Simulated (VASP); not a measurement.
# FeSi (P2_13) in VASP: further runs

The runs below take FeSi through relaxation of the atoms, single point, with PBE.

All numbers are computed with VASP 6.6.1; they aren't measurements. Logs are shortened: lines on timing, memory, paths and dates and some standing lists are left out, and cuts for length are marked.

### Step 1. The cell of the first run

The structure is cubic, space group P2_13 (No. 198). Conventional cell: a = 4.380 Å, b = 4.380 Å, c = 4.380 Å, α = 90.00°, β = 90.00°, γ = 90.00°. Within 3.0 Å of Fe (site symmetry 3) lie 7 Si at 2.23 to 2.46 Å and 6 Fe at 2.69 Å. Si (site symmetry 3) has 7 Fe at 2.23 to 2.46 Å and 6 Si at 2.71 Å within 3.0 Å.

### Step 2. Relaxation of the atoms, PBE

INCAR

```
  PREC = Accurate
  ENCUT = 520
  EDIFF = 1E-7
  ISMEAR = 0
  SIGMA = 0.01
  LREAL = F
  LASPH = T
  NELM = 80
  ALGO = Normal
  ISIF = 2
  LWAVE = F
  LCHARG = F
  GGA = PE
  IBRION = 2
  NSW = 80
  EDIFFG = -0.003
```

KPOINTS

```
Automatic mesh
0
Gamma
  8 8 8
```

POSCAR

```
FeSi
1.0
    4.3800000000      0.0000000000      0.0000000000
    0.0000000000      4.3800000000      0.0000000000
    0.0000000000      0.0000000000      4.3800000000
Fe Si
4 4
Direct
    0.1365200000      0.1365200000      0.1365200000
    0.3634800000      0.8634800000      0.6365200000
    0.6365200000      0.3634800000      0.8634800000
    0.8634800000      0.6365200000      0.3634800000
    0.8424000000      0.8424000000      0.8424000000
    0.6576000000      0.1576000000      0.3424000000
    0.3424000000      0.6576000000      0.1576000000
    0.1576000000      0.3424000000      0.6576000000
```

Potentials or basis: VASP PAW PBE potentials, release 64 (Fe, Si).

Command:

```console
$ cat potpaw_PBE.64/Fe/POTCAR potpaw_PBE.64/Si/POTCAR > POTCAR
$ mpirun -np 1 vasp_std > vasp.out
```

OUTCAR:

```text
PREC = Accurate
   ENCUT = 520
   EDIFF = 1E-7
   ISMEAR = 0
   LREAL = F
   LASPH = T
   NELM = 80
   ISIF = 2
   GGA = PE
   IBRION = 2
   NSW = 80
   EDIFFG = -0.003

 ion  position               nearest neighbor table
   1  0.137  0.137  0.137-   5 2.23   6 2.29   7 2.29   8 2.29   7 2.46   8 2.46   6 2.46   3 2.69
                             4 2.69   2 2.69   2 2.69   4 2.69   3 2.69
   2  0.363  0.863  0.637-   6 2.23   5 2.29   7 2.29   8 2.29   7 2.46   8 2.46   5 2.46   1 2.69
                             1 2.69   3 2.69   3 2.69   4 2.69   4 2.69
   3  0.637  0.363  0.863-   7 2.23   6 2.29   5 2.29   8 2.29   8 2.46   6 2.46   5 2.46   1 2.69
                             4 2.69   2 2.69   2 2.69   4 2.69   1 2.69
   4  0.863  0.637  0.363-   8 2.23   6 2.29   7 2.29   5 2.29   6 2.46   5 2.46   7 2.46   1 2.69
                             3 2.69   2 2.69   1 2.69   2 2.69   3 2.69
   5  0.842  0.842  0.842-   1 2.23   2 2.29   3 2.29   4 2.29   3 2.46   4 2.46   2 2.46   6 2.71
                             7 2.71   8 2.71   6 2.71   8 2.71   7 2.71
   6  0.658  0.158  0.342-   2 2.23   1 2.29   3 2.29   4 2.29   3 2.46   4 2.46   1 2.46   8 2.71
                             5 2.71   5 2.71   7 2.71   7 2.71   8 2.71
   7  0.342  0.658  0.158-   3 2.23   2 2.29   1 2.29   4 2.29   4 2.46   2 2.46   1 2.46   8 2.71
                             5 2.71   8 2.71   6 2.71   6 2.71   5 2.71
   8  0.158  0.342  0.658-   4 2.23   2 2.29   3 2.29   1 2.29   2 2.46   1 2.46   3 2.46   7 2.71
                             5 2.71   7 2.71   5 2.71   6 2.71   6 2.71

  LATTYP: Found a simple cubic cell.
 ALAT       =     4.3800000000

  Lattice vectors:

 A1 = (   4.3800000000,   0.0000000000,   0.0000000000)
 A2 = (   0.0000000000,   4.3800000000,   0.0000000000)
 A3 = (   0.0000000000,   0.0000000000,   4.3800000000)

Analysis of symmetry for initial positions (statically):
=====================================================================
 Subroutine PRICEL returns:
 Original cell was already a primitive cell.

 Routine SETGRP: Setting up the symmetry group for a
 simple cubic supercell.

 Subroutine GETGRP returns: Found 12 space group operations
 (whereof  3 operations were pure point group operations)
 out of a pool of 48 trial point group operations.

The static configuration has the point symmetry C_3 .
 The point group associated with its full space group is T   .

Analysis of symmetry for dynamics (positions and initial velocities):
=====================================================================
 Subroutine PRICEL returns:
 Original cell was already a primitive cell.

 Routine SETGRP: Setting up the symmetry group for a
 simple cubic supercell.

[... 125 lines left out ...]
   POTIM  = 0.5000    time-step for ionic-motion
   TEBEG  =    0.0;   TEEND  =   0.0 temperature during run
   PSTRESS=    0.0 pullay stress
   NELECT =      48.0000    total number of electrons
   NUPDOWN=      -1.0000    fix difference up-down
   EMIN   =  10.00;   EMAX   =-10.00  energy-range for DOS
   EFERMI =   0.00;   METHOD = LEGACY
   ISMEAR =     0;   SIGMA  =   0.01  broadening in eV -4-tet -1-fermi 0-gaus
   EFERMI_NEDOS =   21; number of points for ismear=-14 and -15
   IALGO  =     38    algorithm
   IMIX   =      4    mixing-type and parameters
     AMIX     =   0.40;   BMIX     =  1.00
     AMIX_MAG =   1.60;   BMIX_MAG =  1.00
  volume/ion in A,a.u.               =      10.50        70.88
  Fermi-wavevector in a.u.,A,eV,Ry     =   1.358359  2.566926 25.104631  1.845138
  Thomas-Fermi vector in A             =   2.485199
   LORBIT       =      0    0 simple, 1 ext, 2 COOP (PROOUT), +10 PAW based schemes
   GGA     = PE    functional components
   LHFCALC =     F    Hartree Fock is set to
   AEXX    =    0.0000 exact exchange contribution
   IVDW    =     0    specifies the selected vdW correction
   LEPSILON=     F    determine dielectric tensor
   LRPA    =     F    only Hartree local field effects (RPA)
 conjugate gradient relaxation of ions
 non-spin polarized calculation
 Gauss-broadening in eV      SIGMA  =   0.01
  energy-cutoff  :      520.00
  volume of cell :       84.03
 maximum number of plane-waves:      2301
 NGX is ok and might be reduce to    36
   NGX = 17   NGY = 17   NGZ = 17

--------------------------------------- Ionic step        1  -------------------------------------------

 number of electron      47.9999991 magnetization

 Free energy of the ion-electron system (eV)
  ---------------------------------------------------
  ext. energy  EPLUGINS =         0.00000000
  ---------------------------------------------------
  free energy    TOTEN  =       -58.63906436 eV

  energy without entropy =      -58.63906436  energy(sigma->0) =      -58.63906436

------------------------ aborting loop because EDIFF is reached ----------------------------------------

  FORCE on cell =-STRESS in cart. coord.  units (eV):
  Direction    XX          YY          ZZ          XY          YZ          ZX
  --------------------------------------------------------------------------------------
  -------------------------------------------------------------------------------------
  Total        6.1596549      6.1596549      6.1596549      0.0000000      0.0000000      0.0000000
  in kB      117.4477316    117.4477316    117.4477316      0.0000000      0.0000000      0.0000000
  external PRESSURE =     117.4477316 kB  Pullay stress =       0.0000000 kB
[... 155 lines left out ...]
--------------------------------------- Ionic step        5  -------------------------------------------

 number of electron      47.9999981 magnetization

 Free energy of the ion-electron system (eV)
  ---------------------------------------------------
  ext. energy  EPLUGINS =         0.00000000
  ---------------------------------------------------
  free energy    TOTEN  =       -58.64629242 eV

  energy without entropy =      -58.64629242  energy(sigma->0) =      -58.64629242

 E-fermi :  10.3989     XC(G=0): -13.0323

 val. band max:       10.3386592431   @ k =  -0.1250   0.3750   0.0000
 cond. band min:      10.4944881457   @ k =   0.3750   0.1250   0.1250
 fundamental gap:      0.1558289026
 Fermi energy:        10.3989454579

 k-point     1 :       0.0000    0.0000    0.0000
  band No.  band energies     occupation
      1      -3.2829      2.00000
      2       2.2288      2.00000
      3       2.2288      2.00000
      4       2.2288      2.00000
      5       5.0861      2.00000
      6       5.0861      2.00000
[... 757 lines left out ...]
     28      12.6434      0.00000
     29      12.9497      0.00000

 [... further k-points ...]
[... 5 lines left out ...]
  --------------------------------------------------------------------------------------
  -------------------------------------------------------------------------------------
  Total        5.9754562      5.9754562      5.9754562     -0.0000000      0.0000000      0.0000000
  in kB      113.9355669    113.9355669    113.9355669     -0.0000000      0.0000000      0.0000000
  external PRESSURE =     113.9355669 kB  Pullay stress =       0.0000000 kB
[... 23 lines left out ...]
  FREE ENERGIE OF THE ION-ELECTRON SYSTEM (eV)
  ---------------------------------------------------
  free  energy   TOTEN  =       -58.6462924230 eV

  energy  without entropy=      -58.6462924230  energy(sigma->0) =      -58.64629242

 reached required accuracy - stopping structural energy minimisation
```

OSZICAR:

```text
N       E                     dE             d eps       ncg     rms          rms(c)
DAV:   1     0.363452183892E+03    0.36345E+03   -0.20316E+04  2610   0.188E+03
DAV:   2    -0.261730896279E+02   -0.38963E+03   -0.37815E+03  2610   0.424E+02
DAV:   3    -0.646506483635E+02   -0.38478E+02   -0.35086E+02  3666   0.146E+02
[... 39 lines left out ...]
DAV:   1    -0.586462892639E+02   -0.91287E-05   -0.36722E-03  2610   0.342E-01    0.116E-02
DAV:   2    -0.586462934448E+02   -0.41809E-05   -0.51057E-05  3675   0.799E-02    0.850E-03
DAV:   3    -0.586462929636E+02    0.48122E-06   -0.37757E-06  4064   0.227E-02    0.584E-03
DAV:   4    -0.586462924540E+02    0.50959E-06   -0.16746E-06  4046   0.135E-02    0.883E-04
DAV:   5    -0.586462924230E+02    0.30985E-07   -0.62802E-08  1570   0.358E-03
   5 F= -.58646292E+02 E0= -.58646292E+02  d E =-.215207E-03
```

CONTCAR:

```text
FeSi
   1.00000000000000
     4.3799999999999999    0.0000000000000000    0.0000000000000000
     0.0000000000000000    4.3799999999999999    0.0000000000000000
     0.0000000000000000    0.0000000000000000    4.3799999999999999
  Fe              Si
     4     4
Direct
     0.1383071792359504    0.1383071792359504    0.1383071792359504
     0.3616928207640495    0.8616928207640495    0.6383071792359505
     0.6383071792359505    0.3616928207640495    0.8616928207640495
     0.8616928207640495    0.6383071792359505    0.3616928207640495
     0.8416306011209165    0.8416306011209165    0.8416306011209165
     0.6583693988790835    0.1583693988790833    0.3416306011209167
     0.3416306011209167    0.6583693988790835    0.1583693988790833
     0.1583693988790833    0.3416306011209167    0.6583693988790835

  0.00000000E+00  0.00000000E+00  0.00000000E+00
  0.00000000E+00  0.00000000E+00  0.00000000E+00
  0.00000000E+00  0.00000000E+00  0.00000000E+00
  0.00000000E+00  0.00000000E+00  0.00000000E+00
  0.00000000E+00  0.00000000E+00  0.00000000E+00
  0.00000000E+00  0.00000000E+00  0.00000000E+00
  0.00000000E+00  0.00000000E+00  0.00000000E+00
  0.00000000E+00  0.00000000E+00  0.00000000E+00
```

Run time: 8.8 min. Hardware: 1 thread of AMD EPYC 7R13, shared host; peak memory 0.23 GiB.

Results:

- Free energy: -58.6463 eV
- Energy gained by relaxing: 0.9 meV/atom
- Ionic steps: 5
- Pressure after relaxing: 11.4 GPa
- Band gap on the k mesh: 0.16 eV, indirect (least direct gap 0.17 eV)

The path:
| step | energy change (eV) | largest force (eV/Å) | pressure (GPa) |
| --- | --- | --- | --- |
| 1 | 0.0000 | 0.2102 | 11.74 |
| 2 | -0.0069 | 0.0466 | 11.51 |
| 3 | -0.0070 | 0.0342 | 11.48 |
| 4 | -0.0072 | 0.0086 | 11.41 |
| 5 | -0.0072 | 0.0006 | 11.39 |

Final structure:
```xyz
8
Lattice="4.3800 0.0000 0.0000 0.0000 4.3800 0.0000 0.0000 0.0000 4.3800" Properties=species:S:1:pos:R:3 pbc="T T T"
Fe    0.6058    0.6058    0.6058
Fe    1.5842    3.7742    2.7958
Fe    2.7958    1.5842    3.7742
Fe    3.7742    2.7958    1.5842
Si    3.6863    3.6863    3.6863
Si    2.8837    0.6937    1.4963
Si    1.4963    2.8837    0.6937
Si    0.6937    1.4963    2.8837
```

Levels at points of the mesh, in eV from the valence-band top:
| k point | band 22 | band 23 | band 24 | band 25 | band 26 | band 27 |
| --- | --- | --- | --- | --- | --- | --- |
| (0.00, 0.00, 0.00) | -0.31 | -0.06 | -0.06 | 0.70 | 0.70 | 0.70 |
| (0.50, 0.00, 0.00) | -0.41 | -0.01 | -0.01 | 0.19 | 0.19 | 1.81 |
| (0.50, 0.50, 0.00) | -1.08 | -0.39 | -0.39 | 0.67 | 0.67 | 1.38 |
| (0.50, 0.50, 0.50) | -0.73 | -0.73 | -0.73 | 0.52 | 0.52 | 0.52 |

A k mesh can miss the band edges. Spin polarisation is off, so any magnetic state and its effect on volume and gap are missing.

### Step 3. Single point, PBE

INCAR

```
  PREC = Accurate
  ENCUT = 520
  EDIFF = 1E-6
  ISMEAR = 0
  SIGMA = 0.01
  LREAL = F
  LASPH = T
  NELM = 100
  ALGO = Normal
  ISIF = 2
  LWAVE = F
  LCHARG = F
  GGA = PE
  NBANDS = 34
```

KPOINTS is that of step 2.

POSCAR

```
FeSi
1.0
    4.3800000000      0.0000000000      0.0000000000
    0.0000000000      4.3800000000      0.0000000000
    0.0000000000      0.0000000000      4.3800000000
Fe Si
4 4
Direct
    0.1379223269      0.1379223269      0.1379223269
    0.3620776731      0.8620776731      0.6379223269
    0.6379223269      0.3620776731      0.8620776731
    0.8620776731      0.6379223269      0.3620776731
    0.8415754090      0.8415754090      0.8415754090
    0.6584245910      0.1584245910      0.3415754090
    0.3415754090      0.6584245910      0.1584245910
    0.1584245910      0.3415754090      0.6584245910
```

Potentials or basis: VASP PAW PBE potentials, release 64 (Fe, Si).

Command:

```console
$ cat potpaw_PBE.64/Fe/POTCAR potpaw_PBE.64/Si/POTCAR > POTCAR
$ mpirun -np 1 vasp_std > vasp.out
```

OUTCAR:

```text
PREC = Accurate
   ENCUT = 520
   EDIFF = 1E-6
   ISMEAR = 0
   LREAL = F
   LASPH = T
   NELM = 100
   ISIF = 2
   GGA = PE

 ion  position               nearest neighbor table
   1  0.138  0.138  0.138-   5 2.25   6 2.28   7 2.28   8 2.28   7 2.45   8 2.45   6 2.45   3 2.69
                             4 2.69   2 2.69   2 2.69   4 2.69   3 2.69
   2  0.362  0.862  0.638-   6 2.25   5 2.28   7 2.28   8 2.28   7 2.45   8 2.45   5 2.45   1 2.69
                             1 2.69   3 2.69   3 2.69   4 2.69   4 2.69
   3  0.638  0.362  0.862-   7 2.25   6 2.28   5 2.28   8 2.28   8 2.45   6 2.45   5 2.45   1 2.69
                             4 2.69   2 2.69   2 2.69   4 2.69   1 2.69
   4  0.862  0.638  0.362-   8 2.25   6 2.28   7 2.28   5 2.28   6 2.45   5 2.45   7 2.45   1 2.69
                             3 2.69   2 2.69   1 2.69   2 2.69   3 2.69
   5  0.842  0.842  0.842-   1 2.25   2 2.28   3 2.28   4 2.28   3 2.45   4 2.45   2 2.45   6 2.71
                             7 2.71   8 2.71   6 2.71   8 2.71   7 2.71
   6  0.658  0.158  0.342-   2 2.25   1 2.28   3 2.28   4 2.28   3 2.45   4 2.45   1 2.45   8 2.71
                             5 2.71   5 2.71   7 2.71   7 2.71   8 2.71
   7  0.342  0.658  0.158-   3 2.25   2 2.28   1 2.28   4 2.28   4 2.45   2 2.45   1 2.45   8 2.71
                             5 2.71   8 2.71   6 2.71   6 2.71   5 2.71
   8  0.158  0.342  0.658-   4 2.25   2 2.28   3 2.28   1 2.28   2 2.45   1 2.45   3 2.45   7 2.71
[... 208 lines left out ...]
  band No.  band energies     occupation
      1      -3.2822      2.00000
      2       2.2297      2.00000
      3       2.2297      2.00000
      4       2.2297      2.00000
      5       5.0878      2.00000
      6       5.0878      2.00000
[... 877 lines left out ...]
     33      14.8222      0.00000
     34      15.5160      0.00000

 [... further k-points ...]
[... 5 lines left out ...]
  --------------------------------------------------------------------------------------
  -------------------------------------------------------------------------------------
  Total        6.0328092      6.0328092      6.0328092      0.0000000      0.0000000      0.0000000
  in kB      115.0291319    115.0291319    115.0291319      0.0000000      0.0000000      0.0000000
  external PRESSURE =     115.0291319 kB  Pullay stress =       0.0000000 kB

 VOLUME and BASIS-vectors are now :
 -----------------------------------------------------------------------------
  energy-cutoff  :      520.00
  volume of cell :       84.03
      direct lattice vectors                 reciprocal lattice vectors
     4.380000000  0.000000000  0.000000000     0.228310502  0.000000000  0.000000000
     0.000000000  4.380000000  0.000000000     0.000000000  0.228310502  0.000000000
     0.000000000  0.000000000  4.380000000     0.000000000  0.000000000  0.228310502

 POSITION                                       TOTAL-FORCE (eV/Angst)
 -----------------------------------------------------------------------------------
      0.60410      0.60410      0.60410         0.023432      0.023432      0.023432
      1.58590      3.77590      2.79410        -0.023432     -0.023432      0.023432
      2.79410      1.58590      3.77590         0.023432     -0.023432     -0.023432
      3.77590      2.79410      1.58590        -0.023432      0.023432     -0.023432
      3.68610      3.68610      3.68610         0.001349      0.001349      0.001349
      2.88390      0.69390      1.49610        -0.001349     -0.001349      0.001349
      1.49610      2.88390      0.69390         0.001349     -0.001349     -0.001349
      0.69390      1.49610      2.88390        -0.001349      0.001349     -0.001349
 -----------------------------------------------------------------------------------
    total drift:                               -0.000001     -0.000000     -0.000000

  FREE ENERGIE OF THE ION-ELECTRON SYSTEM (eV)
  ---------------------------------------------------
  free  energy   TOTEN  =       -58.6460607419 eV

  energy  without entropy=      -58.6460607419  energy(sigma->0) =      -58.64606074
```

stdout:

```text
POSCAR found type information on POSCAR FeSi
 POSCAR found :  2 types and       8 ions
 scaLAPACK will be used
 LDA part: xc-table for (Slater+PW92), standard interpolation
 POSCAR, INCAR and KPOINTS ok, starting setup
 FFT: planning ... GRIDC
 FFT: planning ... GRID_SOFT
 FFT: planning ... GRID
 WAVECAR not read
 entering main loop
```

Wall time 3 min (1 thread of Intel Xeon Platinum 8488C (Sapphire Rapids), shared host); peak memory 0.25 GiB.

What came out:

| Property | Result |
| --- | --- |
| Free energy | -58.6461 eV |
| Pressure | 11.5 GPa |
| Largest force | 0.041 eV/Å |
| Band gap on the k mesh | 0.16 eV, indirect (least direct gap 0.17 eV) |

Forces on the atoms (eV/Å):
```
Fe   0.023  0.023  0.023
Fe  -0.023 -0.023  0.023
Fe   0.023 -0.023 -0.023
Fe  -0.023  0.023 -0.023
Si   0.001  0.001  0.001
Si  -0.001 -0.001  0.001
Si   0.001 -0.001 -0.001
Si  -0.001  0.001 -0.001
```

A k mesh can miss the band edges. Spin polarisation is off, so any magnetic state and its effect on volume and gap are missing.

(Continued in part 2 of 2.)
